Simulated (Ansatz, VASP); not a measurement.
## InP: VASP beside Ansatz

File POSCAR:

```
InP
1.0
    0.0000000000      2.9305005221      2.9305005221
    2.9305005221      0.0000000000      2.9305005221
    2.9305005221      2.9305005221      0.0000000000
In P
1 1
Direct
    0.0000000000      0.0000000000      0.0000000000
    0.7500000000      0.7500000000      0.7500000000
```

INCAR.step1

```
SYSTEM = InP
PREC = Accurate ; ENCUT = 520
ISMEAR = 0 ; SIGMA = 0.05
LREAL = .False. ; LASPH = .True.
NELM = 60 ; NBANDS = 16
GGA = PE ; ALGO = Normal
EDIFF = 1E-4 ; LWAVE = .True.
LCHARG = .False.
```

The input INCAR.step2:

```
SYSTEM = InP
PREC = Accurate ; ENCUT = 520
EDIFF = 1E-6 ; ISMEAR = 0
SIGMA = 0.05 ; LREAL = .False.
LASPH = .True. ; NELM = 60
ALGO = Normal ; ISIF = 2
LWAVE = .False. ; LCHARG = .True.
METAGGA = R2SCAN ; LMIXTAU = .True.
LELF = .True. ; LVHAR = .True.
NBANDS = 16 ; ISTART = 1
```

File KPOINTS:

```
Automatic mesh
0
Gamma
  10 10 10
  0 0 0
```

Input for Ansatz:

```yaml
crystal:
  lattice:
    - [0.0, 2.9305005221, 2.9305005221]
    - [2.9305005221, 0.0, 2.9305005221]
    - [2.9305005221, 2.9305005221, 0.0]
  atoms:
    - { symbol: In, position: [0.0, 0.0, 0.0] }
    - { symbol: P, position: [0.75, 0.75, 0.75] }
basis:
  ecutwfc: 500
  ecutrho_ratio: 4
kpoints:
  mp_grid: { grid: [10, 10, 10] }
hamiltonian:
  xc: r2scan
scf:
  occupations: { method: gaussian, width: 0.05 }
output:
  forces: true
  stress: true
  eigenvalues: true
  states_by_energy: { minimum_broadening: 0.025 }
```

Alike in both runs: task single point; functional r2SCAN; k mesh 10 × 10 × 10; occupations gaussian, width 0.05 eV; no spin polarisation.

|  | VASP | Ansatz |
| --- | --- | --- |
| version | VASP 6.6.1 | Ansatz 0.2.0 |
| potentials or method | VASP PAW PBE potentials, release 64 (In_d, P), cutoff 520 eV | scalar-relativistic, plane waves, PAW |
| valence electrons in the cell | 18 | 18 |

```csv
,VASP,Ansatz,Ansatz less VASP
gap on the k mesh at the Fermi level (eV),1.17,1.16,-0.005
least direct gap on the mesh (eV),1.17,1.16,-0.005
pressure (GPa),1.6,1.7,+0.11
```

VASP's potentials were made for PBE, not for r2SCAN.
